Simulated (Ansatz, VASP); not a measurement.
# Mg in VASP and in Ansatz

```xyz
2
Lattice="3.2093 0.0000 0.0000 -1.6046 2.7793 0.0000 0.0000 0.0000 5.2103" Properties=species:S:1:pos:R:3 pbc="T T T"
Mg    1.6047    0.9264    3.9077
Mg    0.0000    1.8529    1.3026
```

Alike in both runs: task relaxation of cell and atoms; functional r2SCAN; k mesh 10 × 10 × 5; occupations fermi-dirac, width 0.05 eV; no spin polarisation.

|  | VASP | Ansatz |
| --- | --- | --- |
| version | VASP 6.6.1 | Ansatz 0.2.0 |
| potentials or method | VASP PAW PBE potentials, release 64 (Mg) | Ansatz PAW |
| plane-wave cutoff (eV) | 600 | 500 |
| valence electrons in the cell | 4 | 20 |

|  | VASP | Ansatz | Ansatz less VASP |
| --- | --- | --- | --- |
| relaxed volume (Å³/atom) | 22.46 | 22.63 | +0.179 |
| relaxed cell length with the largest relative difference (Å) | 5.246 | 5.261 | +0.0152 |

VASP's potentials were made for PBE, not for r2SCAN. VASP's potentials hold 4 valence electrons a cell and Ansatz's 20, so a difference there can come from the potentials and not from the codes.

Noted on Ansatz's run: the plane-wave basis is chosen anew once the cell has moved, so the energies of steps on either side of that aren't comparable.
